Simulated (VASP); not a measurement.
Wanted: the native input for a VASP 6.6.1 run.

- Task: single point
- Functional: PBEsol
- Potentials or basis: VASP PAW PBE potentials, release 64 (Fe, Co)
- Cutoff: 600 eV
- k mesh: 18 × 18 × 18
- Occupations: gaussian, width 0.15 eV
- Spin: no spin polarisation
- Dipole correction: no
- Further INCAR settings: ALGO = Normal; EDIFF = 1e-06; NBANDS = 16

The structure of FeCo lies in POSCAR:

```
FeCo
1.0
    2.6208384551      0.0000000000      0.0000000000
    0.0000000000      2.6208384551      0.0000000000
    0.0000000000      0.0000000000      2.6208384551
Fe Co
1 1
Direct
    0.5000000000      0.5000000000      0.5000000000
    0.0000000000      0.0000000000      0.0000000000
```

These files were run (other wordings do the same):

INCAR

```
PREC = Accurate
ENCUT = 600
EDIFF = 1E-6
ISMEAR = 0
SIGMA = 0.15
LREAL = F
LASPH = T
NELM = 120
ALGO = Normal
ISIF = 2
LWAVE = F
LCHARG = F
GGA = PS
NBANDS = 16
GGA_COMPAT = F
```

KPOINTS

```
Automatic mesh
0
Gamma
  18 18 18
```

Potentials or basis: VASP PAW PBE potentials, release 64 (Fe, Co).

Command:

```console
$ cat potpaw_PBE.64/Fe/POTCAR potpaw_PBE.64/Co/POTCAR > POTCAR
$ mpirun -np 1 vasp_std > vasp.out
```

It gave:

The pressure is 42.2 GPa and the band gap on the k mesh is zero (an odd number of electrons rules out a gap without spin polarisation).

Caveat: the cell stands under pressure; the PAW data sets were made with another functional, which shifts forces and pressure a little; the run has no spin polarisation, though such a crystal can be magnetic.

Wall time 47 s on 1 thread of Intel Xeon 8259CL (shared host), peak memory 0.22 GiB.
